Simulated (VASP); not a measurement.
# ZnO (CsCl type) (Pm-3m) in VASP: further runs

The runs below take ZnO (CsCl type) through single point, relaxation of cell and atoms, with PBE.

Everything below comes from runs of VASP 6.6.1. Logs are shortened: lines on timing, memory, paths and dates and some standing lists are left out, and cuts for length are marked.

### 1 The cell of the first run

Symmetry: Pm-3m, No. 221, cubic system. Conventional cell: a = 2.688 Å, b = 2.688 Å, c = 2.688 Å, α = 90.00°, β = 90.00°, γ = 90.00°. Zn (site symmetry m-3m) has 8 O at 2.33 Å and 6 Zn at 2.69 Å within 3.1 Å. O (site symmetry m-3m) has 8 Zn at 2.33 Å and 6 O at 2.69 Å within 3.1 Å.

### 2 Single point, PBE

Contents of INCAR:

```
SYSTEM = ZnO
PREC     = Accurate       ! precision mode
ENCUT    = 520            ! plane-wave cutoff, eV
EDIFF    = 1E-6           ! SCF threshold, eV
ISMEAR   = -1             ! smearing method
SIGMA    = 0.08           ! smearing width, eV
LREAL    = .False.        ! projectors in reciprocal space
LASPH    = .True.         ! aspherical terms in the spheres
NELM     = 80             ! most SCF steps
ALGO     = Normal         ! electronic algorithm
ISIF     = 2              ! what is computed and relaxed
LWAVE    = .False.        ! write WAVECAR
LCHARG   = .False.        ! write CHGCAR
GGA      = PE             ! functional
NBANDS   = 16             ! bands
```

Contents of KPOINTS:

```
Automatic mesh
0
Gamma
  14 14 14
  0 0 0
```

Contents of POSCAR:

```
ZnO
1.0
    2.6882860177      0.0000000000      0.0000000000
    0.0000000000      2.6882860177      0.0000000000
    0.0000000000      0.0000000000      2.6882860177
Zn O
1 1
Direct
    0.0000000000      0.0000000000      0.0000000000
    0.5000000000      0.5000000000      0.5000000000
```

Potentials or basis: VASP PAW PBE potentials, release 64 (Zn, O).

The run is started by

```
> cat potpaw_PBE.64/Zn/POTCAR potpaw_PBE.64/O/POTCAR > POTCAR
> mpirun -np 1 vasp_std > vasp.out
```

OUTCAR:

```text
SYSTEM = ZnO
   PREC = Accurate
   ENCUT = 520
   EDIFF = 1E-6
   ISMEAR = -1
   LREAL = .False.
   LASPH = .True.
   NELM = 80
   ISIF = 2
   GGA = PE

 ion  position               nearest neighbor table
   1  0.000  0.000  0.000-   2 2.33   2 2.33   2 2.33   2 2.33   2 2.33   2 2.33   2 2.33   2 2.33

   2  0.500  0.500  0.500-   1 2.33   1 2.33   1 2.33   1 2.33   1 2.33   1 2.33   1 2.33   1 2.33

  LATTYP: Found a simple cubic cell.
 ALAT       =     2.6882860177

  Lattice vectors:

 A1 = (   2.6882860177,   0.0000000000,   0.0000000000)
 A2 = (   0.0000000000,   2.6882860177,   0.0000000000)
 A3 = (   0.0000000000,   0.0000000000,   2.6882860177)

Analysis of symmetry for initial positions (statically):
=====================================================================
 Subroutine PRICEL returns:
 Original cell was already a primitive cell.

 Routine SETGRP: Setting up the symmetry group for a
 simple cubic supercell.

 Subroutine GETGRP returns: Found 48 space group operations
 (whereof 48 operations were pure point group operations)
 out of a pool of 48 trial point group operations.

The static configuration has the point symmetry O_h .

Analysis of symmetry for dynamics (positions and initial velocities):
=====================================================================
 Subroutine PRICEL returns:
 Original cell was already a primitive cell.

 Routine SETGRP: Setting up the symmetry group for a
 simple cubic supercell.

 Subroutine GETGRP returns: Found 48 space group operations
 (whereof 48 operations were pure point group operations)
 out of a pool of 48 trial point group operations.

The dynamic configuration has the point symmetry O_h .

 Subroutine INISYM returns: Found 48 space group operations
 (whereof 48 operations are pure point group operations),
 and found     1 'primitive' translations

----------------------------------------------------------------------------------------

                                     Primitive cell

  volume of cell :      19.4279

  direct lattice vectors                    reciprocal lattice vectors
     2.688286018  0.000000000  0.000000000     0.371984228  0.000000000  0.000000000
     0.000000000  2.688286018  0.000000000     0.000000000  0.371984228  0.000000000
     0.000000000  0.000000000  2.688286018     0.000000000  0.000000000  0.371984228

  length of vectors
     2.688286018  2.688286018  2.688286018     0.371984228  0.371984228  0.371984228

  position of ions in fractional coordinates (direct lattice)
     0.000000000  0.000000000  0.000000000
     0.500000000  0.500000000  0.500000000

  ion indices of the primitive-cell ions
   primitive index   ion index
                 1           1
                 2           2

----------------------------------------------------------------------------------------

 KPOINTS: Automatic mesh

Automatic generation of k-mesh.
 Grid dimensions read from file:
 generate k-points for:   14   14   14

 Generating k-lattice:

  Cartesian coordinates                     Fractional coordinates (reciprocal lattice)
     0.026570302  0.000000000  0.000000000     0.071428571  0.000000000  0.000000000
     0.000000000  0.026570302  0.000000000     0.000000000  0.071428571  0.000000000
     0.000000000  0.000000000  0.026570302     0.000000000  0.000000000  0.071428571

  Length of vectors
     0.026570302  0.026570302  0.026570302

  Shift w.r.t. Gamma in fractional coordinates (k-lattice)
     0.000000000  0.000000000  0.000000000

 Subroutine IBZKPT returns following result:
 ===========================================

 Found    120 irreducible k-points:

 Following reciprocal coordinates:
            Coordinates               Weight
  0.000000  0.000000  0.000000      1.000000
  0.071429  0.000000  0.000000      6.000000
  0.142857  0.000000  0.000000      6.000000
  0.214286  0.000000  0.000000      6.000000
  0.285714  0.000000  0.000000      6.000000
  0.357143  0.000000  0.000000      6.000000
[... 16 lines left out ...]
  0.285714  0.214286  0.000000     24.000000
  0.357143  0.214286  0.000000     24.000000
 [... further k-points ...]
   k-points           NKPTS =    120   k-points in BZ     NKDIM =    120   number of bands    NBANDS=     16
   number of dos      NEDOS =    301   number of ions     NIONS =      2
   total plane-waves  NPLWV =   8000
   dimension x,y,z NGX =    20 NGY =   20 NGZ =   20
   dimension x,y,z NGXF=    40 NGYF=   40 NGZF=   40
   ions per type =               1   1
   NGX,Y,Z   is equivalent  to a cutoff of  12.37, 12.37, 12.37 a.u.
   NGXF,Y,Z  is equivalent  to a cutoff of  24.74, 24.74, 24.74 a.u.
 SYSTEM =  ZnO
   PREC   = accura    normal or accurate (medium, high low for compatibility)
   ISTART =      0    job   : 0-new  1-cont  2-samecut
   ICHARG =      2    charge: 1-file 2-atom 10-const
   ISPIN  =      1    spin polarized calculation?
   LNONCOLLINEAR =      F non collinear calculations
   LSORBIT =      F    spin-orbit coupling
   LASPH  =      T    aspherical Exc in radial PAW
   ENCUT  =  520.0 eV  38.22 Ry    6.18 a.u.   5.00  5.00  5.00*2*pi/ulx,y,z
   NELM   =     80;   NELMIN=  2; NELMDL= -5     # of ELM steps
   EDIFF  = 0.1E-05   stopping-criterion for ELM
   LREAL  =      F    real-space projection
   EDIFFG = 0.1E-04   stopping-criterion for IOM
   NSW    =      0    number of steps for IOM
   IBRION =     -1    ionic relax: 0-MD 1-quasi-New 2-CG
   NFREE  =      0    steps in history (QN), initial steepest desc. (CG)
   ISIF   =      2    stress and relaxation
   ISYM   =      2    0-nonsym 1-usesym 2-fastsym
   POTIM  = 0.5000    time-step for ionic-motion
   TEBEG  =    0.0;   TEEND  =   0.0 temperature during run
   PSTRESS=    0.0 pullay stress
   NELECT =      18.0000    total number of electrons
   NUPDOWN=      -1.0000    fix difference up-down
   EMIN   =  10.00;   EMAX   =-10.00  energy-range for DOS
   EFERMI =   0.00;   METHOD = LEGACY
   ISMEAR =    -1;   SIGMA  =   0.08  broadening in eV -4-tet -1-fermi 0-gaus
   EFERMI_NEDOS =   21; number of points for ismear=-14 and -15
   IALGO  =     38    algorithm
   IMIX   =      4    mixing-type and parameters
     AMIX     =   0.40;   BMIX     =  1.00
     AMIX_MAG =   1.60;   BMIX_MAG =  1.00
  volume/ion in A,a.u.               =       9.71        65.55
  Fermi-wavevector in a.u.,A,eV,Ry     =   1.595966  3.015938 34.655484  2.547106
  Thomas-Fermi vector in A             =   2.693802
   LORBIT       =      0    0 simple, 1 ext, 2 COOP (PROOUT), +10 PAW based schemes
   GGA     = PE    functional components
   LHFCALC =     F    Hartree Fock is set to
   AEXX    =    0.0000 exact exchange contribution
   IVDW    =     0    specifies the selected vdW correction
   LEPSILON=     F    determine dielectric tensor
   LRPA    =     F    only Hartree local field effects (RPA)
 non-spin polarized calculation
  energy-cutoff  :      520.00
  volume of cell :       19.43
 maximum number of plane-waves:       552
 NGX is ok and might be reduce to    20
   NGX =  9   NGY =  9   NGZ =  9

 number of electron      18.0000023 magnetization

 Free energy of the ion-electron system (eV)
  ---------------------------------------------------
  ext. energy  EPLUGINS =         0.00000000
  ---------------------------------------------------
  free energy    TOTEN  =        -7.49382022 eV

  energy without entropy =       -7.49148863  energy(sigma->0) =       -7.49265443

 E-fermi :   3.3590     XC(G=0): -12.5007

 val. band max:        3.1468199425   @ k =   0.0714   0.0000   0.0000
 cond. band min:       3.6678619816   @ k =   0.0714   0.0714   0.0000
 fundamental gap:      0.5210420391
 Fermi energy:         3.3589608104

 k-point     1 :       0.0000    0.0000    0.0000
  band No.  band energies     occupation
      1     -15.3381      2.00000
      2      -3.3130      2.00000
      3      -3.3130      2.00000
      4      -2.2232      2.00000
      5      -2.2232      2.00000
      6      -2.2232      2.00000
[... 8 lines left out ...]
     15      20.4734      0.00000
     16      35.0801      0.00000

 k-point     2 :       0.0714    0.0000    0.0000
  band No.  band energies     occupation
      1     -15.2873      2.00000
      2      -3.3063      2.00000
      3      -3.3024      2.00000
      4      -2.2578      2.00000
      5      -2.2578      2.00000
      6      -2.2215      2.00000
[... 8 lines left out ...]
     15      21.0446      0.00000
     16      33.0325      0.00000

 k-point     3 :       0.1429    0.0000    0.0000
  band No.  band energies     occupation
      1     -15.1402      2.00000
      2      -3.3015      2.00000
      3      -3.2877      2.00000
      4      -2.3509      2.00000
      5      -2.3509      2.00000
      6      -2.2168      2.00000
[... 8 lines left out ...]
     15      22.3447      0.00000
     16      30.6073      0.00000

 k-point     4 :       0.2143    0.0000    0.0000
  band No.  band energies     occupation
      1     -14.9149      2.00000
      2      -3.4157      2.00000
      3      -3.2607      2.00000
      4      -2.4763      2.00000
      5      -2.4763      2.00000
      6      -2.2099      2.00000
[... 8 lines left out ...]
     15      24.0328      0.00000
     16      28.3934      0.00000
[... 324 lines left out ...]
 k-point    22 :       0.2143    0.2143    0.0000
  band No.  band energies     occupation
      1     -14.5413      2.00000
      2      -3.3814      2.00000
      3      -3.0914      2.00000
      4      -2.7121      2.00000
      5      -2.4908      2.00000
      6      -2.3290      2.00000
[... 8 lines left out ...]
     15      26.3971      0.00000
     16      26.7014      0.00000

 k-point    23 :       0.2857    0.2143    0.0000
  band No.  band energies     occupation
      1     -14.3056      2.00000
      2      -3.5331      2.00000
      3      -3.0427      2.00000
      4      -2.7343      2.00000
      5      -2.5512      2.00000
      6      -2.3388      2.00000
[... 8 lines left out ...]
     15      25.9235      0.00000
     16      28.2124      0.00000

 k-point    24 :       0.3571    0.2143    0.0000
  band No.  band energies     occupation
      1     -14.0763      2.00000
      2      -3.8026      2.00000
      3      -3.0197      2.00000
      4      -2.7460      2.00000
      5      -2.6221      2.00000
      6      -2.3277      2.00000
[... 8 lines left out ...]
     15      26.0175      0.00000
     16      28.2587      0.00000

 [... further k-points ...]

------------------------ aborting loop because EDIFF is reached ----------------------------------------

  FORCE on cell =-STRESS in cart. coord.  units (eV):
  Direction    XX          YY          ZZ          XY          YZ          ZX
  --------------------------------------------------------------------------------------
  -------------------------------------------------------------------------------------
  Total        0.0809978      0.0809978      0.0809978      0.0000000      0.0000000     -0.0000000
  in kB        6.6797031      6.6797031      6.6797031      0.0000000      0.0000000     -0.0000000
  external PRESSURE =       6.6797031 kB  Pullay stress =       0.0000000 kB

 VOLUME and BASIS-vectors are now :
 -----------------------------------------------------------------------------
  energy-cutoff  :      520.00
  volume of cell :       19.43
      direct lattice vectors                 reciprocal lattice vectors
     2.688286018  0.000000000  0.000000000     0.371984228  0.000000000  0.000000000
     0.000000000  2.688286018  0.000000000     0.000000000  0.371984228  0.000000000
     0.000000000  0.000000000  2.688286018     0.000000000  0.000000000  0.371984228

 POSITION                                       TOTAL-FORCE (eV/Angst)
 -----------------------------------------------------------------------------------
      0.00000      0.00000      0.00000         0.000000      0.000000      0.000000
      1.34414      1.34414      1.34414         0.000000      0.000000      0.000000
 -----------------------------------------------------------------------------------
    total drift:                                0.000000      0.000000      0.000000

  FREE ENERGIE OF THE ION-ELECTRON SYSTEM (eV)
  ---------------------------------------------------
  free  energy   TOTEN  =        -7.4938202202 eV

  energy  without entropy=       -7.4914886349  energy(sigma->0) =       -7.49265443
```

Run time: 22 s. Hardware: 1 thread of Intel Xeon Platinum 8488C (Sapphire Rapids), shared host; peak memory 0.15 GiB.

What came out:

| Property | Result |
| --- | --- |
| Free energy | -7.4938 eV |
| Pressure | 0.7 GPa |
| Band gap on the k mesh | zero (bands 9 and 10 overlap by 0.85 eV) |

Levels at points of the mesh, in eV from the Fermi level:
```tsv
k point	band 5	band 6	band 7	band 8	band 9	band 10	band 11	band 12	band 13	band 14
(0.00, 0.00, 0.00)	-5.58	-5.58	-1.42	-1.42	-1.42	-1.09	13.89	13.89	17.11	17.11
(0.50, 0.00, 0.00)	-6.17	-5.55	-4.74	-0.24	-0.24	4.82	6.22	15.38	15.38	17.01
(0.50, 0.50, 0.00)	-5.79	-5.33	-5.06	-5.06	-0.38	2.37	9.81	9.81	15.48	20.70
(0.50, 0.50, 0.50)	-5.32	-5.32	-1.63	-1.63	-1.63	5.27	5.27	5.27	9.06	20.44
```

### 3 Relaxation of cell and atoms, PBE, target pressure 0.0089 GPa, at which the enthalpy is minimised

Contents of INCAR:

```
PREC     = Accurate       # precision mode
ENCUT    = 600            # plane-wave cutoff, eV
EDIFF    = 1E-6           # SCF threshold, eV
ISMEAR   = -1             # smearing method
SIGMA    = 0.08           # smearing width, eV
LREAL    = F              # projectors in reciprocal space
LASPH    = T              # aspherical terms in the spheres
NELM     = 80             # most SCF steps
ALGO     = Normal         # electronic algorithm
ISIF     = 3              # what is computed and relaxed
LWAVE    = F              # write WAVECAR
LCHARG   = F              # write CHGCAR
GGA      = PE             # functional
IBRION   = 2              # ionic algorithm
NSW      = 60             # ionic steps
EDIFFG   = -0.005         # ionic threshold
PSTRESS  = 0.089
```

Contents of KPOINTS:

```
Automatic mesh
0
Gamma
  14 14 14
```

POSCAR is that of step 2.

Potentials or basis: VASP PAW PBE potentials, release 64 (Zn, O).

The run is started by

```
> cat potpaw_PBE.64/Zn/POTCAR potpaw_PBE.64/O/POTCAR > POTCAR
> mpirun -np 1 vasp_std > vasp.out
```

Run time: 35 s. Hardware: 1 thread of Intel Xeon Platinum 8488C (Sapphire Rapids), shared host; peak memory 0.16 GiB.

The run converged. Its results:

```yaml
Free_energy: -7.4955 eV
Relaxed_volume: 9.74 Å³/atom
Relaxed_cell: a = 2.691 Å, b = 2.691 Å, c = 2.691 Å, α = 90.00°, β = 90.00°, γ = 90.00°
Space_group_after_relaxing_to_0.1_Å: Pm-3m (No. 221)
Energy_change_on_relaxing_the_run_minimises_the_enthalpy: -0.0 meV/atom
Ionic_steps: 3
Pressure_after_relaxing: -0.1 GPa
Band_gap_on_the_k_mesh: zero (bands 9 and 10 overlap by 0.87 eV)
```

Final structure:
```
Zn O
1.0
     2.69104    0.00000    0.00000
     0.00000    2.69104    0.00000
     0.00000    0.00000    2.69104
Zn O
1 1
Direct
  0.00000 0.00000 0.00000
  0.50000 0.50000 0.50000
```

Levels at points of the mesh, in eV from the Fermi level:
```csv
k point,band 6,band 7,band 8,band 9,band 10,band 11,band 12,band 13
"(0.00, 0.00, 0.00)",-5.58,-1.42,-1.42,-1.42,-1.11,13.88,13.88,17.07
"(0.50, 0.00, 0.00)",-5.55,-4.74,-0.24,-0.24,4.80,6.20,15.35,15.35
"(0.50, 0.50, 0.00)",-5.34,-5.04,-5.04,-0.38,2.36,9.79,9.79,15.45
"(0.50, 0.50, 0.50)",-5.32,-1.63,-1.63,-1.63,5.27,5.27,5.27,9.03
```

Caveat: the cell is relaxed towards a set pressure, so the run minimises the enthalpy, not the energy.
